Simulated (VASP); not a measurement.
# MgO3 (Pm-3m) in VASP: a series of runs, part 2 of 2

VASP 6.6.1.

## 3. Relaxation of cell and atoms, PBE, collinear spin, ferromagnetic start

This run uses another cell than the first one, of 10.09 Å³/atom.

Contents of INCAR:

```
SYSTEM = MgO3
PREC = Accurate
ENCUT = 600
EDIFF = 1E-7
ISMEAR = 0
SIGMA = 0.1
LREAL = .FALSE.
LASPH = .TRUE.
NELM = 150
ALGO = Normal
ISIF = 3
LWAVE = .FALSE.
LCHARG = .FALSE.
ISPIN = 2
MAGMOM = 0 1.45 1.45 1.45
LORBIT = 11
GGA = PE
IBRION = 2
NSW = 90
EDIFFG = -0.04
```

Contents of KPOINTS:

```
regular mesh
0
G
  6 6 6
  0 0 0
```

Contents of POSCAR:

```
MgO3
1.0
    3.4301001244      0.0000000000      0.0000000000
    0.0000000000      3.4301001244      0.0000000000
    0.0000000000      0.0000000000      3.4301001244
Mg O
1 3
Direct
    0.0000000000      0.0000000000      0.0000000000
    0.0000000000      0.5000000000      0.5000000000
    0.5000000000      0.0000000000      0.5000000000
    0.5000000000      0.5000000000      0.0000000000
```

Potentials or basis: VASP PAW PBE potentials, release 64 (Mg, O).

Started as:

```bash
$ cat potpaw_PBE.64/Mg/POTCAR potpaw_PBE.64/O/POTCAR > POTCAR
$ mpirun -np 1 vasp_std > vasp.out
```

Run time: 52 s. Hardware: 1 thread of Intel Xeon 6975P-C (Granite Rapids), shared host; peak memory 0.18 GiB.

The run converged. Its results:

```
Free energy                                           : -16.7764 eV
Relaxed volume                                        : 9.65 Å³/atom
Relaxed cell                                          : a = 3.380 Å, b = 3.380 Å, c = 3.380 Å, α = 90.00°, β = 90.00°, γ = 90.00°
Space group after relaxing (to 0.1 Å)                 : Pm-3m (No. 221)
Energy gained by relaxing                             : 7.6 meV/atom
Ionic steps                                           : 2
Pressure after relaxing                               : -0.5 GPa
Band gap on the k mesh                                : zero (filled and empty bands overlap)
Net moment                                            : 4.00 μB per cell
Site moments                                          : Mg -0.02; O +1.17 μB
Valence electrons inside the program's atomic spheres : Mg 0.24; O 4.75
```

The path:
| step | energy change (eV) | largest force (eV/Å) | pressure (GPa) | volume (Å³) |
| --- | --- | --- | --- | --- |
| 1 | 0.0000 | 0.0000 | -4.84 | 40.36 |
| 2 | -0.0304 | 0.0000 | -0.53 | 38.60 |

Final structure:
```yaml
crystal:
  lattice:
    - [3.37961, 0.00000, 0.00000]
    - [0.00000, 3.37961, 0.00000]
    - [0.00000, 0.00000, 3.37961]
  atoms:
    - { symbol: Mg, position: [0.00000, 0.00000, 0.00000] }
    - { symbol: O, position: [0.00000, 0.50000, 0.50000] }
    - { symbol: O, position: [0.50000, 0.00000, 0.50000] }
    - { symbol: O, position: [0.50000, 0.50000, 0.00000] }
```

Levels at points of the mesh, in eV from the Fermi level:
Spin up:
```tsv
k point	band 8	band 9	band 10	band 11	band 12	band 13	band 14	band 15	band 16
(0.00, 0.00, 0.00)	-1.66	-1.66	-0.32	-0.32	-0.32	5.03	12.27	12.27	15.40
(0.50, 0.00, 0.00)	-2.64	-2.44	-2.35	-0.67	-0.67	8.67	9.55	14.50	14.50
(0.50, 0.50, 0.00)	-2.56	-2.56	-2.38	-0.26	-0.20	9.38	11.99	11.99	12.93
(0.50, 0.50, 0.50)	-0.22	-0.22	-0.15	-0.15	-0.15	6.42	14.09	14.09	14.09
```
Spin down:
| k point | band 5 | band 6 | band 7 | band 8 | band 9 | band 10 | band 11 | band 12 |
| --- | --- | --- | --- | --- | --- | --- | --- | --- |
| (0.00, 0.00, 0.00) | -3.13 | -3.13 | 0.31 | 0.31 | 0.31 | 2.43 | 2.43 | 2.43 |
| (0.50, 0.00, 0.00) | -1.97 | -1.97 | -0.88 | -0.88 | -0.71 | 0.35 | 1.97 | 1.97 |
| (0.50, 0.50, 0.00) | -1.84 | -1.34 | -1.34 | -0.76 | -0.76 | 0.31 | 1.95 | 2.87 |
| (0.50, 0.50, 0.50) | -4.15 | -4.15 | -4.15 | 2.01 | 2.01 | 2.01 | 2.92 | 2.92 |

## 4. Single point, PBE, collinear spin, ferromagnetic start

Contents of INCAR:

```
SYSTEM = MgO3
ALGO = Normal ; EDIFF = 1E-7
ENCUT = 520 ; GGA = PE
ISIF = 2 ; ISMEAR = 0
ISPIN = 2 ; LASPH = .True.
LCHARG = .False. ; LORBIT = 11
LREAL = .False. ; LWAVE = .False.
MAGMOM = 0 1.45 1.45 1.45 ; NBANDS = 22
NELM = 150 ; PREC = Accurate
SIGMA = 0.1
```

Contents of KPOINTS:

```
k-points
0
Gamma
  14 14 14
  0 0 0
```

Contents of POSCAR:

```
MgO3
1.0
    3.3831927734      0.0000000000      0.0000000000
    0.0000000000      3.3831927734      0.0000000000
    0.0000000000      0.0000000000      3.3831927734
Mg O
1 3
Direct
    0.0000000000      0.0000000000      0.0000000000
    0.0000000000      0.5000000000      0.5000000000
    0.5000000000      0.0000000000      0.5000000000
    0.5000000000      0.5000000000      0.0000000000
```

Potentials or basis: VASP PAW PBE potentials, release 64 (Mg, O).

Started as:

```bash
$ cat potpaw_PBE.64/Mg/POTCAR potpaw_PBE.64/O/POTCAR > POTCAR
$ mpirun -np 1 vasp_std > vasp.out
```

OUTCAR:

```text
SYSTEM = MgO3
   EDIFF = 1E-7
   ENCUT = 520
   GGA = PE
   ISIF = 2
   ISMEAR = 0
   ISPIN = 2
   LASPH = .True.
   LORBIT = 11
   LREAL = .False.
   NELM = 150
   PREC = Accurate

 ion  position               nearest neighbor table
   1  0.000  0.000  0.000-   2 2.39   3 2.39   4 2.39   2 2.39   3 2.39   2 2.39   4 2.39   2 2.39
                             3 2.39   4 2.39   3 2.39   4 2.39
   2  0.000  0.500  0.500-   1 2.39   1 2.39   1 2.39   1 2.39
   3  0.500  0.000  0.500-   1 2.39   1 2.39   1 2.39   1 2.39
   4  0.500  0.500  0.000-   1 2.39   1 2.39   1 2.39   1 2.39

  LATTYP: Found a simple cubic cell.
 ALAT       =     3.3831927734

  Lattice vectors:

 A1 = (   3.3831927734,   0.0000000000,   0.0000000000)
 A2 = (   0.0000000000,   3.3831927734,   0.0000000000)
 A3 = (   0.0000000000,   0.0000000000,   3.3831927734)

Analysis of symmetry for initial positions (statically):
=====================================================================
 Subroutine PRICEL returns:
 Original cell was already a primitive cell.

 Routine SETGRP: Setting up the symmetry group for a
 simple cubic supercell.

 Subroutine GETGRP returns: Found 48 space group operations
 (whereof 48 operations were pure point group operations)
 out of a pool of 48 trial point group operations.

The static configuration has the point symmetry O_h .

Analysis of symmetry for dynamics (positions and initial velocities):
=====================================================================
 Subroutine PRICEL returns:
 Original cell was already a primitive cell.

 Routine SETGRP: Setting up the symmetry group for a
 simple cubic supercell.

 Subroutine GETGRP returns: Found 48 space group operations
 (whereof 48 operations were pure point group operations)
 out of a pool of 48 trial point group operations.

The dynamic configuration has the point symmetry O_h .

[... 162 lines left out ...]

  energy without entropy =      -16.75383528  energy(sigma->0) =      -16.75710297

 E-fermi :   2.1532     XC(G=0): -10.9306

 val. band max:        2.1519781439   @ k =   0.2143   0.1429   0.0000
 cond. band min:       2.1729139857   @ k =   0.5000   0.1429   0.1429
 fundamental gap:      0.0209358418
 Fermi energy:         2.1532362308

 spin component 1

 k-point     1 :       0.0000    0.0000    0.0000
  band No.  band energies     occupation
      1     -17.6307      1.00000
      2     -14.2345      1.00000
      3     -14.2345      1.00000
      4      -2.7063      1.00000
      5      -2.7063      1.00000
      6      -2.7063      1.00000
[... 589 lines left out ...]
     21      22.3990      0.00000
     22      22.8710      0.00000

 [... further k-points ...]

 spin component 2

 k-point     1 :       0.0000    0.0000    0.0000
  band No.  band energies     occupation
      1     -15.6979      1.00000
      2     -11.8627      1.00000
      3     -11.8627      1.00000
      4      -0.9189      1.00000
      5      -0.9189      1.00000
      6      -0.9189      1.00000
[... 589 lines left out ...]
     21      22.8638      0.00000
     22      23.5464      0.00000

 [... further k-points ...]

------------------------ aborting loop because EDIFF is reached ----------------------------------------

  FORCE on cell =-STRESS in cart. coord.  units (eV):
  Direction    XX          YY          ZZ          XY          YZ          ZX
  --------------------------------------------------------------------------------------
  -------------------------------------------------------------------------------------
  Total       -0.1496378     -0.1496378     -0.1496378     -0.0000000      0.0000000     -0.0000000
  in kB       -6.1911559     -6.1911559     -6.1911559     -0.0000000      0.0000000     -0.0000000
  external PRESSURE =      -6.1911559 kB  Pullay stress =       0.0000000 kB

 VOLUME and BASIS-vectors are now :
 -----------------------------------------------------------------------------
  energy-cutoff  :      520.00
  volume of cell :       38.72
      direct lattice vectors                 reciprocal lattice vectors
     3.383192773  0.000000000  0.000000000     0.295578782  0.000000000  0.000000000
     0.000000000  3.383192773  0.000000000     0.000000000  0.295578782  0.000000000
     0.000000000  0.000000000  3.383192773     0.000000000  0.000000000  0.295578782

 POSITION                                       TOTAL-FORCE (eV/Angst)
 -----------------------------------------------------------------------------------
      0.00000      0.00000      0.00000         0.000000      0.000000      0.000000
      0.00000      1.69160      1.69160         0.000000      0.000000      0.000000
      1.69160      0.00000      1.69160         0.000000      0.000000      0.000000
      1.69160      1.69160      0.00000         0.000000      0.000000      0.000000
 -----------------------------------------------------------------------------------
    total drift:                                0.000000      0.000000      0.000000

  FREE ENERGIE OF THE ION-ELECTRON SYSTEM (eV)
  ---------------------------------------------------
  free  energy   TOTEN  =       -16.7603706592 eV

  energy  without entropy=      -16.7538352817  energy(sigma->0) =      -16.75710297

 total charge

# of ion       s       p       d       tot
------------------------------------------
    1        0.095   0.101   0.041   0.237
    2        1.614   3.139   0.000   4.753
    3        1.614   3.139   0.000   4.753
    4        1.614   3.139   0.000   4.753
--------------------------------------------------
tot          4.939   9.518   0.041  14.497

 magnetization (x)

# of ion       s       p       d       tot
------------------------------------------
    1       -0.011  -0.010  -0.000  -0.021
    2        0.018   1.149   0.000   1.167
    3        0.018   1.149   0.000   1.167
    4        0.018   1.149   0.000   1.167
--------------------------------------------------
tot          0.044   3.438  -0.000   3.481
```

It took 3 min on 1 thread of Intel Xeon 6975P-C (Granite Rapids), shared host; peak memory 0.27 GiB.

Results:

```yaml
Free_energy: -16.7604 eV
Pressure: -0.6 GPa
Band_gap_on_the_k_mesh: zero (filled and empty bands overlap)
Net_moment: 4.00 μB per cell
Site_moments: Mg -0.02; O +1.17 μB
Valence_electrons_inside_the_program's_atomic_spheres: Mg 0.24; O 4.75
```

## 5. Overview

```tsv
task	cell	k mesh	cutoff (eV)	gap on the mesh (eV)	pressure (GPa)	moment (μB)
single point	a = 3.385 Å, 4 atoms	6 × 6 × 6	520	none	-0.9	4.00
relaxation of cell and atoms	relaxed from a = 3.430 Å, 4 atoms	6 × 6 × 6	600	none	-0.5	4.00
single point	a = 3.383 Å, 4 atoms	14 × 14 × 14	520	none	-0.6	4.00
```

Alike in all rows: level PBE; potentials or basis VASP PAW PBE potentials, release 64 (Mg, O); spin collinear, ferromagnetic start; smearing gaussian 0.1 eV.

Absolute energies hang on the potentials; compare differences alone.
